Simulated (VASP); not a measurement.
# Si (I4/mmm) in VASP: further runs

Si is run at these levels: PBEsol; tasks: single point.

Program: VASP 6.6.1. These are calculated values, not measurements. Logs are shortened: lines on timing, memory, paths and dates and some standing lists are left out, and cuts for length are marked.

## (1) The cell of the first run

The structure is tetragonal, space group I4/mmm (No. 139). Conventional cell: a = 2.486 Å, b = 2.486 Å, c = 3.975 Å, α = 90.00°, β = 90.00°, γ = 90.00°. Si (site symmetry 4/mmm) has 12 Si at 2.49 to 2.65 Å within 3.3 Å.

## (2) Single point, PBEsol (strain -0.080 along x and y, +0.040 along z)

The input, INCAR:

```
PREC = Accurate
ENCUT = 520
EDIFF = 1E-7
ISMEAR = 0
SIGMA = 0.15
LREAL = F
LASPH = T
NELM = 100
ALGO = Normal
ISIF = 2
LWAVE = F
LCHARG = F
GGA = PS
NBANDS = 8
```

The input, KPOINTS:

```
regular mesh
0
Gamma
  22 22 22
```

The input, POSCAR:

```
Si
1.0
    0.0000000000      1.7579640976      1.9872637625
    1.7579640976      0.0000000000      1.9872637625
    1.7579640976      1.7579640976      0.0000000000
Si
1
Direct
    0.0000000000      0.0000000000      0.0000000000
```

Potentials or basis: VASP PAW PBE potentials, release 64 (Si).

On the command line:

```
$ cat potpaw_PBE.64/Si/POTCAR > POTCAR
$ mpirun -np 1 vasp_std > vasp.out
```

OUTCAR:

```text
PREC = Accurate
   ENCUT = 520
   EDIFF = 1E-7
   ISMEAR = 0
   LREAL = F
   LASPH = T
   NELM = 100
   ISIF = 2
   GGA = PS

 ion  position               nearest neighbor table
   1  0.000  0.000  0.000-

  LATTYP: Found a body centered tetragonal cell.
 ALAT       =     2.4861366690
 C/A-ratio  =     1.5986762009

  Lattice vectors:

 A1 = (  -1.7579640976,   0.0000000000,   1.9872637625)
 A2 = (   1.7579640976,   0.0000000000,   1.9872637625)
 A3 = (   0.0000000000,   1.7579640976,  -1.9872637625)

Analysis of symmetry for initial positions (statically):
=====================================================================
 Subroutine PRICEL returns:
 Original cell was already a primitive cell.

 Routine SETGRP: Setting up the symmetry group for a
 body centered tetragonal supercell.

 Subroutine GETGRP returns: Found 16 space group operations
 (whereof 16 operations were pure point group operations)
 out of a pool of 16 trial point group operations.

The static configuration has the point symmetry D_4h.

Analysis of symmetry for dynamics (positions and initial velocities):
=====================================================================
 Subroutine PRICEL returns:
 Original cell was already a primitive cell.

 Routine SETGRP: Setting up the symmetry group for a
 body centered tetragonal supercell.

 Subroutine GETGRP returns: Found 16 space group operations
 (whereof 16 operations were pure point group operations)
 out of a pool of 16 trial point group operations.

The dynamic configuration has the point symmetry D_4h.

 Subroutine INISYM returns: Found 16 space group operations
 (whereof 16 operations are pure point group operations),
 and found     1 'primitive' translations

----------------------------------------------------------------------------------------

                                     Primitive cell

  volume of cell :      12.2830

  direct lattice vectors                    reciprocal lattice vectors
     0.000000000  1.757964098  1.987263763    -0.284419915  0.284419915  0.251602233
     1.757964098  0.000000000  1.987263763     0.284419915 -0.284419915  0.251602233
     1.757964098  1.757964098  0.000000000     0.284419915  0.284419915 -0.251602233

  length of vectors
     2.653234824  2.653234824  2.486136669     0.474439733  0.474439733  0.474439733

  position of ions in fractional coordinates (direct lattice)
     0.000000000  0.000000000  0.000000000

  ion indices of the primitive-cell ions
   primitive index   ion index
                 1           1

----------------------------------------------------------------------------------------

 KPOINTS: regular mesh

Automatic generation of k-mesh.
 Grid dimensions read from file:
 generate k-points for:   22   22   22

 Generating k-lattice:

  Cartesian coordinates                     Fractional coordinates (reciprocal lattice)
    -0.012928178  0.012928178  0.011436465     0.045454545 -0.000000000  0.000000000
     0.012928178 -0.012928178  0.011436465    -0.000000000  0.045454545  0.000000000
     0.012928178  0.012928178 -0.011436465     0.000000000  0.000000000  0.045454545

  Length of vectors
     0.021565442  0.021565442  0.021565442

  Shift w.r.t. Gamma in fractional coordinates (k-lattice)
     0.000000000  0.000000000  0.000000000

 Subroutine IBZKPT returns following result:
 ===========================================

 Found    834 irreducible k-points:

 Following reciprocal coordinates:
            Coordinates               Weight
  0.000000  0.000000  0.000000      1.000000
  0.045455 -0.000000  0.000000      8.000000
  0.090909 -0.000000  0.000000      8.000000
  0.136364  0.000000  0.000000      8.000000
  0.181818  0.000000  0.000000      8.000000
  0.227273  0.000000  0.000000      8.000000
[... 16 lines left out ...]
  0.500000  0.045455  0.000000      8.000000
 -0.454545  0.045455  0.000000      8.000000
 [... further k-points ...]
   k-points           NKPTS =    834   k-points in BZ     NKDIM =    834   number of bands    NBANDS=      8
   number of dos      NEDOS =    301   number of ions     NIONS =      1
   total plane-waves  NPLWV =   7200
   dimension x,y,z NGX =    20 NGY =   20 NGZ =   18
   dimension x,y,z NGXF=    40 NGYF=   40 NGZF=   36
   ions per type =               1
   NGX,Y,Z   is equivalent  to a cutoff of  12.53, 12.53, 12.04 a.u.
   NGXF,Y,Z  is equivalent  to a cutoff of  25.06, 25.06, 24.07 a.u.
 SYSTEM =  unknown system
   PREC   = accura    normal or accurate (medium, high low for compatibility)
   ISTART =      0    job   : 0-new  1-cont  2-samecut
   ICHARG =      2    charge: 1-file 2-atom 10-const
   ISPIN  =      1    spin polarized calculation?
   LNONCOLLINEAR =      F non collinear calculations
   LSORBIT =      F    spin-orbit coupling
   LASPH  =      T    aspherical Exc in radial PAW
   ENCUT  =  520.0 eV  38.22 Ry    6.18 a.u.   4.93  4.93  4.62*2*pi/ulx,y,z
   NELM   =    100;   NELMIN=  2; NELMDL= -5     # of ELM steps
   EDIFF  = 0.1E-06   stopping-criterion for ELM
   LREAL  =      F    real-space projection
   EDIFFG = 0.1E-05   stopping-criterion for IOM
   NSW    =      0    number of steps for IOM
   IBRION =     -1    ionic relax: 0-MD 1-quasi-New 2-CG
   NFREE  =      0    steps in history (QN), initial steepest desc. (CG)
   ISIF   =      2    stress and relaxation
   ISYM   =      2    0-nonsym 1-usesym 2-fastsym
   POTIM  = 0.5000    time-step for ionic-motion
   TEBEG  =    0.0;   TEEND  =   0.0 temperature during run
   PSTRESS=    0.0 pullay stress
   NELECT =       4.0000    total number of electrons
   NUPDOWN=      -1.0000    fix difference up-down
   EMIN   =  10.00;   EMAX   =-10.00  energy-range for DOS
   EFERMI =   0.00;   METHOD = LEGACY
   ISMEAR =     0;   SIGMA  =   0.15  broadening in eV -4-tet -1-fermi 0-gaus
   EFERMI_NEDOS =   21; number of points for ismear=-14 and -15
   IALGO  =     38    algorithm
   IMIX   =      4    mixing-type and parameters
     AMIX     =   0.40;   BMIX     =  1.00
     AMIX_MAG =   1.60;   BMIX_MAG =  1.00
  volume/ion in A,a.u.               =      12.28        82.89
  Fermi-wavevector in a.u.,A,eV,Ry     =   1.126314  2.128426 17.260137  1.268584
  Thomas-Fermi vector in A             =   2.262996
   LORBIT       =      0    0 simple, 1 ext, 2 COOP (PROOUT), +10 PAW based schemes
   GGA     = PS    functional components
   LHFCALC =     F    Hartree Fock is set to
   AEXX    =    0.0000 exact exchange contribution
   IVDW    =     0    specifies the selected vdW correction
   LEPSILON=     F    determine dielectric tensor
   LRPA    =     F    only Hartree local field effects (RPA)
 non-spin polarized calculation
 Gauss-broadening in eV      SIGMA  =   0.15
  energy-cutoff  :      520.00
  volume of cell :       12.28
 maximum number of plane-waves:       348
   NGX =  9   NGY =  9   NGZ =  9

 number of electron       4.0000000 magnetization

 Free energy of the ion-electron system (eV)
  ---------------------------------------------------
  ext. energy  EPLUGINS =         0.00000000
  ---------------------------------------------------
  free energy    TOTEN  =        -5.25701796 eV

  energy without entropy =       -5.25274113  energy(sigma->0) =       -5.25487954

 E-fermi :  12.4770     XC(G=0): -11.9132

 val. band max:       12.4756607467   @ k =  -0.2273   0.0455   0.1818
 cond. band min:      12.4803808847   @ k =  -0.0909   0.5000   0.4091
 fundamental gap:      0.0047201380
 Fermi energy:        12.4770012753

 k-point     1 :       0.0000    0.0000    0.0000
  band No.  band energies     occupation
      1      -3.6272      2.00000
      2      24.0159      0.00000
      3      25.6298      0.00000
      4      25.7088      0.00000
      5      25.7088      0.00000
      6      25.8437      0.00000
      7      25.8437      0.00000
      8      29.0313      0.00000

 k-point     2 :       0.0455   -0.0000    0.0000
  band No.  band energies     occupation
      1      -3.5596      2.00000
      2      23.1477      0.00000
      3      24.4786      0.00000
      4      25.1301      0.00000
      5      26.1230      0.00000
      6      26.5293      0.00000
      7      26.7600      0.00000
      8      28.8568      0.00000

 k-point     3 :       0.0909   -0.0000    0.0000
  band No.  band energies     occupation
      1      -3.3568      2.00000
      2      21.2872      0.00000
      3      23.5457      0.00000
      4      24.5994      0.00000
      5      26.4669      0.00000
      6      27.1923      0.00000
      7      27.3760      0.00000
      8      28.7949      0.00000

 k-point     4 :       0.1364    0.0000    0.0000
  band No.  band energies     occupation
      1      -3.0194      2.00000
      2      19.1757      0.00000
      3      22.8003      0.00000
      4      24.1799      0.00000
      5      26.0086      0.00000
      6      27.3856      0.00000
      7      28.2985      0.00000
      8      29.4575      0.00000

 k-point     5 :       0.1818    0.0000    0.0000
  band No.  band energies     occupation
      1      -2.5481      2.00000
      2      17.0401      0.00000
      3      22.1702      0.00000
      4      23.8731      0.00000
      5      25.2371      0.00000
      6      27.4023      0.00000
      7      29.2025      0.00000
      8      30.6158      0.00000
[... 177 lines left out ...]
 k-point    22 :       0.4545    0.0455    0.0000
  band No.  band energies     occupation
      1       2.5138      2.00000
      2       6.6086      2.00000
      3      19.4326      0.00000
      4      22.6378      0.00000
      5      23.2658      0.00000
      6      27.0097      0.00000
      7      27.7484      0.00000
      8      31.3153      0.00000

 k-point    23 :       0.5000    0.0455    0.0000
  band No.  band energies     occupation
      1       3.8281      2.00000
      2       5.0723      2.00000
      3      19.1581      0.00000
      4      22.7724      0.00000
      5      23.6818      0.00000
      6      26.3930      0.00000
      7      28.0770      0.00000
      8      30.6983      0.00000

 k-point    24 :      -0.4545    0.0455    0.0000
  band No.  band energies     occupation
      1       3.6535      2.00000
      2       5.2629      2.00000
      3      18.9942      0.00000
      4      23.0145      0.00000
      5      24.1708      0.00000
      6      25.9242      0.00000
      7      28.3939      0.00000
      8      30.3182      0.00000

 [... further k-points ...]
[... 5 lines left out ...]
  --------------------------------------------------------------------------------------
  -------------------------------------------------------------------------------------
  Total        1.4593927      1.4593927      1.2189126      0.0000000     -0.0000000     -0.0000000
  in kB      190.3606775    190.3606775    158.9928645      0.0000000     -0.0000000     -0.0000000
  external PRESSURE =     179.9047399 kB  Pullay stress =       0.0000000 kB

 VOLUME and BASIS-vectors are now :
 -----------------------------------------------------------------------------
  energy-cutoff  :      520.00
  volume of cell :       12.28
      direct lattice vectors                 reciprocal lattice vectors
     0.000000000  1.757964098  1.987263763    -0.284419915  0.284419915  0.251602233
     1.757964098  0.000000000  1.987263763     0.284419915 -0.284419915  0.251602233
     1.757964098  1.757964098  0.000000000     0.284419915  0.284419915 -0.251602233

 POSITION                                       TOTAL-FORCE (eV/Angst)
 -----------------------------------------------------------------------------------
      0.00000      0.00000      0.00000         0.000000      0.000000      0.000000
 -----------------------------------------------------------------------------------
    total drift:                                0.000000      0.000000     -0.000000

  FREE ENERGIE OF THE ION-ELECTRON SYSTEM (eV)
  ---------------------------------------------------
  free  energy   TOTEN  =        -5.2570179593 eV

  energy  without entropy=       -5.2527411287  energy(sigma->0) =       -5.25487954
```

Wall time 74 s (1 thread of Intel Xeon 8259CL, shared host); peak memory 0.18 GiB.

Results:

- Free energy: -5.2570 eV
- Pressure: 18.0 GPa
- Band gap on the k mesh: zero (bands 2 and 3 overlap by 15.95 eV)

Levels at points of the mesh, in eV from the Fermi level:
```tsv
k point	band 1	band 2	band 3	band 4	band 5	band 6	band 7
(0.00, 0.00, 0.00)	-16.10	11.54	13.15	13.23	13.23	13.37	13.37
(0.50, 0.00, 0.00)	-8.09	-8.09	7.92	9.28	12.00	13.01	15.88
(0.50, 0.50, 0.00)	-7.40	-6.75	5.12	5.53	5.53	9.87	27.86
(0.50, 0.00, 0.50)	-5.53	-3.62	2.32	3.57	3.73	6.99	25.25
```

Caveat: the cell differs from its parent crystal (strain -0.080 along x and y, +0.040 along z); the cell stands under pressure; the PAW data sets were made with another functional, which shifts forces and pressure a little.

## (3) Single point, PBEsol (strain -0.080 along x and y, +0.080 along z)

The input, INCAR:

```
SYSTEM = Si
ALGO = Normal
EDIFF = 1E-7
ENCUT = 520
GGA = PS
ISIF = 2
ISMEAR = 0
LASPH = .True.
LCHARG = .False.
LREAL = .False.
LWAVE = .False.
NBANDS = 8
NELM = 100
PREC = Accurate
SIGMA = 0.15
```

The input, KPOINTS:

```
k-points
0
Gamma
  22 22 22
  0 0 0
```

The input, POSCAR:

```
Si
1.0
    0.0000000000      1.7579640976      2.0636969842
    1.7579640976      0.0000000000      2.0636969842
    1.7579640976      1.7579640976      0.0000000000
Si
1
Direct
    0.0000000000      0.0000000000      0.0000000000
```

Potentials or basis: VASP PAW PBE potentials, release 64 (Si).

On the command line:

```
$ cat potpaw_PBE.64/Si/POTCAR > POTCAR
$ mpirun -np 1 vasp_std > vasp.out
```

Run time: 90 s. Hardware: 1 thread of Intel Xeon 8259CL, shared host; peak memory 0.18 GiB.

Results (log left out):

```yaml
Free_energy: -5.2947 eV
Pressure: 13.0 GPa
Band_gap_on_the_k_mesh: zero (bands 2 and 3 overlap by 16.07 eV)
```

Stress tensor (GPa, compression positive):
```
14.44  0.00  0.00
 0.00 14.44  0.00
 0.00  0.00 10.22
```

Levels at points of the mesh, in eV from the Fermi level:
```
           k point  band 1  band 2  band 3  band 4  band 5  band 6
(0.00, 0.00, 0.00)  -15.69   11.19   12.35   12.81   12.81   13.56
(0.50, 0.00, 0.00)   -7.90   -7.78    6.95    8.57   12.18   13.41
(0.50, 0.50, 0.00)   -7.41   -7.23    5.53    5.96    5.96   10.17
(0.50, 0.00, 0.50)   -5.11   -3.22    1.89    3.54    3.83    6.45
```

Caveat: the cell differs from its parent crystal (strain -0.080 along x and y, +0.080 along z); the cell stands under pressure; the PAW data sets were made with another functional, which shifts forces and pressure a little.

## (4) Single point, PBEsol (strain +0.000 along x and y, -0.080 along z)

The input, INCAR:

```
PREC = Accurate ; ENCUT = 520
EDIFF = 1E-6 ; ISMEAR = 0
SIGMA = 0.15 ; LREAL = F
LASPH = T ; NELM = 80
ALGO = Normal ; ISIF = 2
LWAVE = F ; LCHARG = T
GGA = PS ; LELF = T
LVHAR = T ; NBANDS = 8
```

The input, KPOINTS:

```
regular mesh
0
Gamma
  22 22 22
```

The input, POSCAR:

```
Si
1.0
    0.0000000000      1.9108305409      1.7579640976
    1.9108305409      0.0000000000      1.7579640976
    1.9108305409      1.9108305409      0.0000000000
Si
1
Direct
    0.0000000000      0.0000000000      0.0000000000
```

On the command line:

```
$ cat potpaw_PBE.64/Si/POTCAR > POTCAR
$ mpirun -np 1 vasp_std > vasp.out
```

Wall time 85 s (1 thread of Intel Xeon 8259CL, shared host); peak memory 0.18 GiB.

It converged, with:

```yaml
Free_energy: -5.3082 eV
Pressure: 10.6 GPa
Band_gap_on_the_k_mesh: zero (bands 2 and 3 overlap by 15.87 eV)
```

Levels at points of the mesh, in eV from the Fermi level:
| k point | band 1 | band 2 | band 3 | band 4 | band 5 | band 6 | band 7 |
| --- | --- | --- | --- | --- | --- | --- | --- |
| (0.00, 0.00, 0.00) | -15.66 | 12.09 | 12.09 | 12.47 | 12.71 | 12.71 | 13.20 |
| (0.50, 0.00, 0.00) | -7.98 | -7.79 | 8.59 | 10.12 | 10.38 | 11.74 | 15.29 |
| (0.50, 0.50, 0.00) | -5.04 | -3.20 | 2.38 | 2.38 | 3.46 | 6.26 | 25.96 |
| (0.50, 0.00, 0.50) | -6.43 | -5.35 | 3.79 | 4.56 | 4.58 | 8.23 | 26.17 |

Caveat: the cell differs from its parent crystal (strain +0.000 along x and y, -0.080 along z); the cell stands under pressure; the PAW data sets were made with another functional, which shifts forces and pressure a little.

## (5) Overview

```tsv
cell	gap on the mesh (eV)	pressure (GPa)
a = 2.653, b = 2.653, c = 2.486 Å, angles 62.1, 62.1, 55.9°, 1 atom	none	18.0
a = 2.711, b = 2.711, c = 2.486 Å, angles 62.7, 62.7, 54.6°, 1 atom	none	13.0
a = 2.596, b = 2.596, c = 2.702 Å, angles 58.6, 58.6, 62.7°, 1 atom	none	10.6
```

Alike in all rows: task single point; level PBEsol; potentials or basis VASP PAW PBE potentials, release 64 (Si); no spin polarisation; k mesh 22 × 22 × 22; cutoff (eV) 520; smearing gaussian 0.15 eV.

Caveats: the cell stands under pressure; the PAW data sets were made with another functional, which shifts forces and pressure a little.

Total energies depend on the potentials used, so only differences within one code and one set of settings carry meaning.
